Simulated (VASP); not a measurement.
The system is C.

```
C
1.0
     1.92608    0.00000    0.00000
     0.00000    1.92608    0.00000
     0.00000    0.00000    1.92608
C
1
Direct
  0.00000 0.00000 0.00000
```

```yaml
Program: VASP 6.6.1
Task: relaxation of cell and atoms
Functional: r2SCAN
Potentials_or_basis: VASP PAW PBE potentials, release 64 (C)
Cutoff: 600 eV
k_mesh: 16 × 16 × 16
Occupations: fermi-dirac, width 0.1 eV
Spin: no spin polarisation
```

At the start: pressure -46.4 GPa; volume 7.15 Å³/atom.

**Question.** Where does the relaxation end?

**Answer.** Over 6 steps the energy falls by 285.3 meV/atom and the volume is 5.54 Å³/atom (-22.4 %); space group Pm-3m (No. 221, to 0.1 Å) before and after.

Step by step:
```
step  energy change (eV)  largest force (eV/Å)  pressure (GPa)  volume (Å³)
   1              0.0000                0.0000          -46.44         7.15
   2             -0.2626                0.0000           23.36         5.21
   3             -0.2853                0.0000           -0.65         5.56
   4             -0.2853                0.0000            1.00         5.53
   5             -0.2853                0.0000           -0.51         5.55
   6             -0.2853                0.0000           -0.24         5.54
```

Final structure:
```yaml
crystal:
  lattice:
    - [1.76996, 0.00000, 0.00000]
    - [0.00000, 1.76996, 0.00000]
    - [0.00000, 0.00000, 1.76996]
  atoms:
    - { symbol: C, position: [0.00000, 0.00000, 0.00000] }
```

Caveat: the volume moved by over 15 % at a fixed basis, so the end points are rough; the PAW data sets were made with another functional, which shifts forces and pressure a little.
